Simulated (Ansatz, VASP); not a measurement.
**CuAs3: VASP beside Ansatz**

```
Cu As
1.0
     4.14182    0.00000    0.00000
     0.00000    4.14182    0.00000
     0.00000    0.00000    4.14182
Cu As
1 3
Direct
  0.00000 0.00000 0.00000
  0.00000 0.50000 0.50000
  0.50000 0.00000 0.50000
  0.50000 0.50000 0.00000
```

Alike in both runs: functional PBE; k mesh 12 × 12 × 12; occupations gaussian, width 0.1 eV; no spin polarisation.

Ansatz relaxed the structure, and its values are those at the end. VASP's run is a single point on that final structure, the one shown.

|  | VASP | Ansatz |
| --- | --- | --- |
| version | VASP 6.6.1 | Ansatz 0.2.0 |
| potentials or method | VASP PAW PBE potentials, release 64 (Cu, As), cutoff 520 eV | scalar-relativistic, plane waves, PAW |
| valence electrons in the cell | 26 | 64 |

```csv
,VASP,Ansatz,Ansatz less VASP
gap on the k mesh at the Fermi level (eV),none,none,-
pressure (GPa),0.3,0.0,-0.34
```

A gap of «none» marks a metal or a gap that the smearing closes. VASP's potentials hold 26 valence electrons a cell and Ansatz's 64, so a difference there can come from the potentials and not from the codes.
